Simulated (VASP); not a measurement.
A run of VASP 6.6.1 is set up as follows.

Contents of INCAR:

```
SYSTEM = BiTe
ALGO = Normal ; EDIFF = 1E-6
ENCUT = 520 ; GGA = PE
ISIF = 2 ; ISMEAR = 0
LASPH = .True. ; LCHARG = .False.
LREAL = .False. ; LWAVE = .False.
NBANDS = 18 ; NELM = 60
PREC = Accurate ; SIGMA = 0.15
```

Contents of KPOINTS:

```
k-points
0
Gamma
  12 12 12
  0 0 0
```

Contents of POSCAR:

```
BiTe
1.0
    2.4558996751      1.4179143385      3.2282303593
   -2.4558996751      1.4179143385      3.2282303593
    0.0000000000     -2.8358286770      3.2282303593
Bi Te
1 1
Direct
    0.5000000000      0.5000000000      0.5000000000
    0.0000000000      0.0000000000      0.0000000000
```

Potentials or basis: VASP PAW PBE potentials, release 64 (Bi_d, Te).

The run is started by

```sh
$ cat potpaw_PBE.64/Bi_d/POTCAR potpaw_PBE.64/Te/POTCAR > POTCAR
$ mpirun -np 1 vasp_std > vasp.out
```

Q: Estimate the pressure.

A: -0.5 GPa.

Q: Predict the band gap on the k mesh.

A: Zero (an odd number of electrons rules out a gap without spin polarisation).

Stress tensor (GPa, compression positive):
```
-0.83  0.00  0.00
 0.00 -0.83  0.00
 0.00  0.00  0.12
```

Caveat: spin-orbit coupling is left out, which moves the levels of the heavy elements.
